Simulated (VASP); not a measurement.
# Ta3H in VASP: further runs, part 2 of 2

VASP 6.6.1. Earlier steps stand in the parts before.

**5. Single point, LDA**

Input file INCAR:

```
PREC     = Accurate       # precision mode
ENCUT    = 520            # plane-wave cutoff, eV
EDIFF    = 1E-6           # SCF threshold, eV
ISMEAR   = 0              # smearing method
SIGMA    = 0.1            # smearing width, eV
LREAL    = F              # projectors in reciprocal space
LASPH    = T              # aspherical terms in the spheres
NELM     = 100            # most SCF steps
ALGO     = Normal         # electronic algorithm
ISIF     = 2              # what is computed and relaxed
LWAVE    = F              # write WAVECAR
LCHARG   = F              # write CHGCAR
LDIPOL   = T            
IDIPOL   = 3            
DIPOL    = 0.5 0.5 0.319
GGA      = CA             # functional
NBANDS   = 44             # bands
```

Input file KPOINTS:

```
Automatic mesh
0
Gamma
  6 6 1
```

Input file POSCAR:

```
Ta3H
1.0
    4.6002247492      0.0000000000      0.0000000000
   -2.3001123746      3.9839114959      0.0000000000
    0.0000000000      0.0000000000     22.4017722044
Ta H
6 2
Direct
    0.6666666667      0.3333333333      0.1785573018
    0.3333333333      0.6666666667      0.2204743848
    0.0000000000      0.0000000000      0.2623914678
    0.6666666667      0.3333333333      0.3016814391
    0.3333333333      0.6666666667      0.3385386112
    0.0000000000      0.0000000000      0.3750494438
    0.2049700398      0.6666666667      0.4379908926
    0.4616966269      0.6666666667      0.4379908926
```

Potentials or basis: VASP PAW LDA potentials, release 64 (Ta_pv, H).

Started as:

```bash
$ cat potpaw_LDA.64/Ta_pv/POTCAR potpaw_LDA.64/H/POTCAR > POTCAR
$ mpirun -np 1 vasp_std > vasp.out
```

OUTCAR:

```text
PREC = Accurate
   ENCUT = 520
   EDIFF = 1E-6
   ISMEAR = 0
   LREAL = F
   LASPH = T
   NELM = 100
   ISIF = 2
   GGA = CA

 ion  position               nearest neighbor table
   1  0.667  0.333  0.179-   4 2.76   2 2.82   2 2.82   2 2.82   3 3.25   3 3.25   3 3.25
   2  0.333  0.667  0.220-   5 2.64   1 2.82   3 2.82   1 2.82   3 2.82   3 2.82   1 2.82   4 3.22
                             4 3.22   4 3.22
   3  0.000  0.000  0.262-   6 2.52   4 2.80   4 2.80   4 2.80   2 2.82   2 2.82   2 2.82   5 3.16
                             5 3.16   5 3.16   1 3.25   1 3.25   1 3.25
   4  0.667  0.333  0.302-   1 2.76   5 2.78   5 2.78   5 2.78   3 2.80   3 2.80   3 2.80   6 3.12
                             6 3.12   6 3.12   2 3.22   2 3.22   2 3.22
[... 823 lines left out ...]
  external PRESSURE =     -19.9386222 kB  Pullay stress =       0.0000000 kB

 VOLUME and BASIS-vectors are now :
 -----------------------------------------------------------------------------
  energy-cutoff  :      520.00
  volume of cell :      410.55
      direct lattice vectors                 reciprocal lattice vectors
     4.600224749  0.000000000  0.000000000     0.217380683  0.125504796  0.000000000
    -2.300112375  3.983911496  0.000000000     0.000000000  0.251009592  0.000000000
     0.000000000  0.000000000 22.401772204     0.000000000  0.000000000  0.044639325

 POSITION                                       TOTAL-FORCE (eV/Angst)
 -----------------------------------------------------------------------------------
      2.30011      1.32797      4.00000         0.000000      0.057710      1.918372
     -0.00000      2.65594      4.93902        -0.000000      0.009185     -0.941530
      0.00000      0.00000      5.87803        -0.000000      0.003973     -1.912387
      2.30011      1.32797      6.75820         0.000000     -0.158888     -0.045073
     -0.00000      2.65594      7.58386         0.000000      0.247866      2.284062
      0.00000      0.00000      8.40177         0.000000     -0.398216      0.843500
     -0.59050      2.65594      9.81177         0.932722      0.119185     -1.073472
      0.59050      2.65594      9.81177        -0.932722      0.119185     -1.073472
 -----------------------------------------------------------------------------------
    total drift:                                0.000000      0.000010      0.000614

  FREE ENERGIE OF THE ION-ELECTRON SYSTEM (eV)
  ---------------------------------------------------
  free  energy   TOTEN  =       -76.3076690624 eV

  energy  without entropy=      -76.2670416106  energy(sigma->0) =      -76.28735534

 vacuum level on the upper side and lower side of the slab         2.777         2.515
```

OSZICAR:

```text
N       E                     dE             d eps       ncg     rms          rms(c)
DAV:   1     0.496053895961E+03    0.49605E+03   -0.37085E+04  1488   0.129E+03
DAV:   2    -0.547049286319E+02   -0.55076E+03   -0.53525E+03  1364   0.329E+02
DAV:   3    -0.823214303484E+02   -0.27617E+02   -0.26656E+02  1384   0.642E+01
[... 23 lines left out ...]
DAV:  27    -0.763076637689E+02   -0.34556E-05   -0.52809E-07   912   0.402E-03    0.118E-03
DAV:  28    -0.763076655203E+02   -0.17513E-05   -0.20529E-07   840   0.160E-03    0.563E-04
DAV:  29    -0.763076675378E+02   -0.20176E-05   -0.19444E-07   840   0.131E-03    0.383E-04
DAV:  30    -0.763076685766E+02   -0.10388E-05   -0.88811E-08   824   0.866E-04    0.397E-04
DAV:  31    -0.763076690624E+02   -0.48575E-06   -0.43565E-08   780   0.833E-04
   1 F= -.76307669E+02 E0= -.76287355E+02  d E =-.406275E-01
```

stdout:

```text
POSCAR found type information on POSCAR TaH
 POSCAR found :  2 types and       8 ions
 scaLAPACK will be used
 LDA part: xc-table for (Slater(with rela. corr.)+CA(PZ))
 , standard interpolation
 POSCAR, INCAR and KPOINTS ok, starting setup
 FFT: planning ... GRIDC
 FFT: planning ... GRID_SOFT
 FFT: planning ... GRID
 WAVECAR not read
 entering main loop
```

Run time: 4.7 min. Hardware: 1 thread of Intel Xeon 6975P-C (Granite Rapids), shared host; peak memory 0.46 GiB.

Results:

| Quantity | Value |
| --- | --- |
| Free energy | -76.3077 eV |
| Largest force | 2.297 eV/Å |
| Band gap on the k mesh | zero (band 34 reaches -1.19 eV, above the bottom of band 35 at -1.33 eV) |

Forces in eV/Å, atoms in the order of the input:
```
Ta   0.000  0.058  1.918
Ta   0.000  0.009 -0.942
Ta   0.000  0.004 -1.912
Ta   0.000 -0.159 -0.045
Ta   0.000  0.248  2.284
Ta   0.000 -0.398  0.844
H    0.933  0.119 -1.073
H   -0.933  0.119 -1.073
```

Levels at points of the mesh, in eV from the Fermi level:
| k point | band 30 | band 31 | band 32 | band 33 | band 34 | band 35 | band 36 | band 37 | band 38 | band 39 |
| --- | --- | --- | --- | --- | --- | --- | --- | --- | --- | --- |
| (0.00, 0.00, 0.00) | -1.28 | -1.03 | -0.88 | -0.50 | -0.41 | 0.04 | 0.17 | 0.18 | 1.62 | 1.74 |
| (0.50, 0.00, 0.00) | -1.51 | -1.03 | -0.88 | -0.37 | -0.10 | -0.04 | 0.63 | 0.74 | 1.14 | 1.23 |
| (0.00, 0.50, 0.00) | -1.46 | -1.09 | -0.88 | -0.46 | -0.08 | 0.16 | 0.35 | 0.70 | 1.17 | 1.33 |

Caveat: spin-orbit coupling is left out, which moves the levels of the heavy elements.
